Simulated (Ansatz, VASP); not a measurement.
One calculation of HfOs, two programs

```
Hf Os
1.0
     3.30253    0.00000    0.00000
     0.00000    3.30253    0.00000
     0.00000    0.00000    3.30253
Hf Os
1 1
Direct
  0.00000 0.00000 0.00000
  0.50000 0.50000 0.50000
```

Change from the starting cell: volume scaled by 1.06.

Alike in both runs: task single point; functional PBEsol; k mesh 10 × 10 × 10; occupations fermi-dirac, width 0.05 eV; no spin polarisation.

|  | VASP | Ansatz |
| --- | --- | --- |
| version | VASP 6.6.1 | Ansatz 0.2.0 |
| potentials or method | VASP PAW PBE potentials, release 64 (Hf_pv, Os), cutoff 520 eV | all-electron LAPW, scalar-relativistic |

```tsv
	VASP	Ansatz	Ansatz less VASP
pressure (GPa)	-16.0	-14.9	+1.03
```

VASP's potentials were made for PBE, not for PBEsol. Ansatz ran all-electron here, and VASP with PAW potentials.

Neither program's run includes spin-orbit coupling.
